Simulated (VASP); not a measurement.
# BN (P6_3mc) in VASP: a series of runs, part 2 of 2

VASP 6.6.1. Earlier steps stand in the parts before.

### Step 4. Single point, LDA

This run uses another cell than the first one, of 6.08 Å³/atom.

Input file INCAR:

```
SYSTEM = BN
PREC = Accurate
ENCUT = 600
EDIFF = 1E-6
ISMEAR = 0
SIGMA = 0.01
LREAL = .False.
LASPH = .True.
NELM = 120
ALGO = Normal
ISIF = 2
LWAVE = .False.
LCHARG = .False.
GGA = CA
NBANDS = 16
GGA_COMPAT = .False.
```

Input file KPOINTS:

```
regular mesh
0
Gamma
  10 10 5
  0 0 0
```

Input file POSCAR:

```
BN
1.0
    2.5693722481      0.0000000000      0.0000000000
   -1.2846861240      2.2251412090      0.0000000000
    0.0000000000      0.0000000000      4.2542563366
B N
2 2
Direct
    0.6666666667      0.3333333333      0.0000000000
    0.3333333333      0.6666666667      0.5000000000
    0.6666666667      0.3333333333      0.3750000000
    0.3333333333      0.6666666667      0.8750000000
```

Potentials or basis: VASP PAW LDA potentials, release 64 (B, N).

The run is started by

```sh
cat potpaw_LDA.64/B/POTCAR potpaw_LDA.64/N/POTCAR > POTCAR
mpirun -np 1 vasp_std > vasp.out
```

OUTCAR:

```text
SYSTEM = BN
   PREC = Accurate
   ENCUT = 600
   EDIFF = 1E-6
   ISMEAR = 0
   LREAL = .False.
   LASPH = .True.
   NELM = 120
   ISIF = 2
   GGA = CA

 ion  position               nearest neighbor table
   1  0.667  0.333  0.000-   4 1.58   4 1.58   4 1.58   3 1.60
   2  0.333  0.667  0.500-   3 1.58   3 1.58   3 1.58   4 1.60
   3  0.667  0.333  0.375-   2 1.58   2 1.58   2 1.58   1 1.60
   4  0.333  0.667  0.875-   1 1.58   1 1.58   1 1.58   2 1.60

  LATTYP: Found a hexagonal cell.
 ALAT       =     2.5693722481
 C/A-ratio  =     1.6557570978

  Lattice vectors:

 A1 = (   2.5693722481,   0.0000000000,   0.0000000000)
 A2 = (  -1.2846861240,   2.2251412090,   0.0000000000)
 A3 = (   0.0000000000,   0.0000000000,   4.2542563366)

Analysis of symmetry for initial positions (statically):
=====================================================================
 Subroutine PRICEL returns:
 Original cell was already a primitive cell.

 Routine SETGRP: Setting up the symmetry group for a
 hexagonal supercell.

 Subroutine GETGRP returns: Found 12 space group operations
 (whereof  6 operations were pure point group operations)
 out of a pool of 24 trial point group operations.

The static configuration has the point symmetry C_3v.
 The point group associated with its full space group is C_6v.

Analysis of symmetry for dynamics (positions and initial velocities):
=====================================================================
 Subroutine PRICEL returns:
 Original cell was already a primitive cell.

 Routine SETGRP: Setting up the symmetry group for a
 hexagonal supercell.

 Subroutine GETGRP returns: Found 12 space group operations
 (whereof  6 operations were pure point group operations)
 out of a pool of 24 trial point group operations.

The dynamic configuration has the point symmetry C_3v.
 The point group associated with its full space group is C_6v.

 Subroutine INISYM returns: Found 12 space group operations
 (whereof  6 operations are pure point group operations),
 and found     1 'primitive' translations

----------------------------------------------------------------------------------------

                                     Primitive cell

  volume of cell :      24.3225

  direct lattice vectors                    reciprocal lattice vectors
     2.569372248  0.000000000  0.000000000     0.389200125  0.224704840  0.000000000
    -1.284686124  2.225141209  0.000000000     0.000000000  0.449409681  0.000000000
     0.000000000  0.000000000  4.254256337     0.000000000  0.000000000  0.235058708

  length of vectors
     2.569372248  2.569371876  4.254256337     0.449409616  0.449409681  0.235058708

  position of ions in fractional coordinates (direct lattice)
     0.666666667  0.333333333  0.000000000
     0.333333333  0.666666667  0.500000000
     0.666666667  0.333333333  0.375000000
     0.333333333  0.666666667  0.875000000

  ion indices of the primitive-cell ions
   primitive index   ion index
                 1           1
                 2           2
                 3           3
                 4           4

[... 26 lines left out ...]
 Following reciprocal coordinates:
            Coordinates               Weight
  0.000000  0.000000  0.000000      1.000000
  0.100000 -0.000000  0.000000      6.000000
  0.200000 -0.000000  0.000000      6.000000
  0.300000  0.000000  0.000000      6.000000
  0.400000  0.000000  0.000000      6.000000
  0.500000  0.000000  0.000000      3.000000
[... 16 lines left out ...]
  0.300000  0.100000  0.200000     24.000000
  0.400000  0.100000  0.200000     24.000000
 [... further k-points ...]
   k-points           NKPTS =     42   k-points in BZ     NKDIM =     42   number of bands    NBANDS=     16
   number of dos      NEDOS =    301   number of ions     NIONS =      4
   total plane-waves  NPLWV =  20736
   dimension x,y,z NGX =    24 NGY =   24 NGZ =   36
   dimension x,y,z NGXF=    48 NGYF=   48 NGZF=   72
   ions per type =               2   2
   NGX,Y,Z   is equivalent  to a cutoff of  15.53, 15.53, 14.07 a.u.
   NGXF,Y,Z  is equivalent  to a cutoff of  31.06, 31.06, 28.14 a.u.
 SYSTEM =  BN
   PREC   = accura    normal or accurate (medium, high low for compatibility)
   ISTART =      0    job   : 0-new  1-cont  2-samecut
   ICHARG =      2    charge: 1-file 2-atom 10-const
   ISPIN  =      1    spin polarized calculation?
   LNONCOLLINEAR =      F non collinear calculations
   LSORBIT =      F    spin-orbit coupling
   LASPH  =      T    aspherical Exc in radial PAW
   ENCUT  =  600.0 eV  44.10 Ry    6.64 a.u.   5.13  5.13  8.50*2*pi/ulx,y,z
   NELM   =    120;   NELMIN=  2; NELMDL= -5     # of ELM steps
   EDIFF  = 0.1E-05   stopping-criterion for ELM
   LREAL  =      F    real-space projection
   EDIFFG = 0.1E-04   stopping-criterion for IOM
   NSW    =      0    number of steps for IOM
   IBRION =     -1    ionic relax: 0-MD 1-quasi-New 2-CG
   NFREE  =      0    steps in history (QN), initial steepest desc. (CG)
   ISIF   =      2    stress and relaxation
   ISYM   =      2    0-nonsym 1-usesym 2-fastsym
   POTIM  = 0.5000    time-step for ionic-motion
   TEBEG  =    0.0;   TEEND  =   0.0 temperature during run
   PSTRESS=    0.0 pullay stress
   NELECT =      16.0000    total number of electrons
   NUPDOWN=      -1.0000    fix difference up-down
   EMIN   =  10.00;   EMAX   =-10.00  energy-range for DOS
   EFERMI =   0.00;   METHOD = LEGACY
   ISMEAR =     0;   SIGMA  =   0.01  broadening in eV -4-tet -1-fermi 0-gaus
   EFERMI_NEDOS =   21; number of points for ismear=-14 and -15
   IALGO  =     38    algorithm
   IMIX   =      4    mixing-type and parameters
     AMIX     =   0.40;   BMIX     =  1.00
     AMIX_MAG =   1.60;   BMIX_MAG =  1.00
  volume/ion in A,a.u.               =       6.08        41.03
  Fermi-wavevector in a.u.,A,eV,Ry     =   1.423788  2.690570 27.581363  2.027173
  Thomas-Fermi vector in A             =   2.544349
   LORBIT       =      0    0 simple, 1 ext, 2 COOP (PROOUT), +10 PAW based schemes
   GGA     = CA    functional components
   LHFCALC =     F    Hartree Fock is set to
   AEXX    =    0.0000 exact exchange contribution
   IVDW    =     0    specifies the selected vdW correction
   LEPSILON=     F    determine dielectric tensor
   LRPA    =     F    only Hartree local field effects (RPA)
 non-spin polarized calculation
 Gauss-broadening in eV      SIGMA  =   0.01
  energy-cutoff  :      600.00
  volume of cell :       24.32
 maximum number of plane-waves:       826
 NGX is ok and might be reduce to    24
   NGX = 11   NGY = 11   NGZ = 17

 number of electron      15.9999999 magnetization

 Free energy of the ion-electron system (eV)
  ---------------------------------------------------
  ext. energy  EPLUGINS =         0.00000000
  ---------------------------------------------------
  free energy    TOTEN  =       -38.68403820 eV

  energy without entropy =      -38.68403820  energy(sigma->0) =      -38.68403820

 E-fermi :   7.3161     XC(G=0): -12.9574

 val. band max:        7.1720414891   @ k =   0.0000   0.0000   0.0000
 cond. band min:      12.3889822945   @ k =   0.3000   0.3000   0.0000
 fundamental gap:      5.2169408054
 Fermi energy:         7.3160828732

 k-point     1 :       0.0000    0.0000    0.0000
  band No.  band energies     occupation
      1     -12.7338      2.00000
      2      -8.6585      2.00000
      3      -3.4915      2.00000
      4       5.1139      2.00000
      5       5.1139      2.00000
      6       6.9327      2.00000
[... 433 lines left out ...]
      3      -2.3377      2.00000
      4      -0.7986      2.00000
      5       1.1866      2.00000
      6       2.0577      2.00000
[... 8 lines left out ...]
     15      23.2121      0.00000
     16      23.7216      0.00000

 [... further k-points ...]

------------------------ aborting loop because EDIFF is reached ----------------------------------------

  FORCE on cell =-STRESS in cart. coord.  units (eV):
  Direction    XX          YY          ZZ          XY          YZ          ZX
  --------------------------------------------------------------------------------------
  -------------------------------------------------------------------------------------
  Total       -2.9106039     -2.9106028     -3.0398654     -0.0000000      0.0000000     -0.0000000
  in kB     -191.7279509   -191.7278769   -200.2426914     -0.0000000      0.0000000     -0.0000000
  external PRESSURE =    -194.5661731 kB  Pullay stress =       0.0000000 kB

 VOLUME and BASIS-vectors are now :
 -----------------------------------------------------------------------------
  energy-cutoff  :      600.00
  volume of cell :       24.32
      direct lattice vectors                 reciprocal lattice vectors
     2.569372248  0.000000000  0.000000000     0.389200125  0.224704840  0.000000000
    -1.284686124  2.225141209  0.000000000     0.000000000  0.449409681  0.000000000
     0.000000000  0.000000000  4.254256337     0.000000000  0.000000000  0.235058708

 POSITION                                       TOTAL-FORCE (eV/Angst)
 -----------------------------------------------------------------------------------
      1.28469      0.74171      0.00000        -0.000000     -0.000000      0.015162
     -0.00000      1.48343      2.12713         0.000000      0.000000      0.015162
      1.28469      0.74171      1.59535         0.000000      0.000000     -0.015162
     -0.00000      1.48343      3.72247        -0.000000     -0.000000     -0.015162
 -----------------------------------------------------------------------------------
    total drift:                                0.000000      0.000000     -0.000533

  FREE ENERGIE OF THE ION-ELECTRON SYSTEM (eV)
  ---------------------------------------------------
  free  energy   TOTEN  =       -38.6840382014 eV

  energy  without entropy=      -38.6840382014  energy(sigma->0) =      -38.68403820
```

OSZICAR:

```text
N       E                     dE             d eps       ncg     rms          rms(c)
DAV:   1     0.405595418720E+02    0.40560E+02   -0.90136E+03  1344   0.108E+03
DAV:   2    -0.383216690210E+02   -0.78881E+02   -0.73154E+02  1960   0.227E+02
DAV:   3    -0.408489544643E+02   -0.25273E+01   -0.25198E+01  1456   0.369E+01
DAV:   4    -0.408546844877E+02   -0.57300E-02   -0.57286E-02  1656   0.215E+00
DAV:   5    -0.408547007787E+02   -0.16291E-04   -0.16291E-04  1448   0.103E-01    0.898E+00
DAV:   6    -0.389339916851E+02    0.19207E+01   -0.24679E+00  1608   0.139E+01    0.406E+00
DAV:   7    -0.387467901436E+02    0.18720E+00   -0.24540E-01  1728   0.391E+00    0.250E+00
DAV:   8    -0.386856705370E+02    0.61120E-01   -0.80000E-02  1672   0.201E+00    0.258E-01
DAV:   9    -0.386840796606E+02    0.15909E-02   -0.25665E-03  1512   0.502E-01    0.133E-01
DAV:  10    -0.386840391158E+02    0.40545E-04   -0.17829E-04  1720   0.113E-01    0.168E-02
DAV:  11    -0.386840384057E+02    0.71005E-06   -0.13302E-05  1616   0.318E-02    0.112E-02
DAV:  12    -0.386840382014E+02    0.20434E-06   -0.14337E-06   840   0.108E-02
   1 F= -.38684038E+02 E0= -.38684038E+02  d E =-.176292E-94
```

It took 15 s on 1 thread of Intel Xeon Platinum 8259CL at 2.50GHz (Skylake/Cascade Lake), shared host; peak memory 0.14 GiB.

Results:

```yaml
Free_energy: -38.6840 eV
Pressure: -19.5 GPa
Largest_force: 0.015 eV/Å
Band_gap_on_the_k_mesh: 5.22 eV (least direct gap 8.03 eV)
```

Forces in eV/Å, atoms in the order of the input:
```
B    0.000  0.000  0.015
B    0.000  0.000  0.015
N    0.000  0.000 -0.015
N    0.000  0.000 -0.015
```

Stress tensor (GPa, compression positive):
```
-19.17   0.00   0.00
  0.00 -19.17   0.00
  0.00   0.00 -20.02
```

Caveat: the cell stands under tension; an odd mesh through Γ misses points on the zone boundary, where band edges can lie.

### Step 5. Summary

```csv
cell,gap on the mesh (eV),pressure (GPa),largest force (eV/Å)
"a = 2.502, b = 2.502, c = 4.142 Å, angles 90.0, 90.0, 120.0°, 4 atoms",5.11,11.4,0.09
"a = 2.536, b = 2.536, c = 4.199 Å, angles 90.0, 90.0, 120.0°, 4 atoms",5.17,-5.5,0.05
"a = 2.569, b = 2.569, c = 4.254 Å, angles 90.0, 90.0, 120.0°, 4 atoms",5.22,-19.5,0.02
```

Alike in all rows: task single point; level LDA; potentials or basis VASP PAW LDA potentials, release 64 (B, N); no spin polarisation; k mesh 10 × 10 × 5; cutoff (eV) 600; smearing gaussian 0.01 eV.

Caveats: an odd mesh through Γ misses points on the zone boundary, where band edges can lie; the cell stands under tension (at least some runs); the cell stands under pressure (at least some runs).

Total energies depend on the potentials used, so only differences within one code and one set of settings carry meaning.
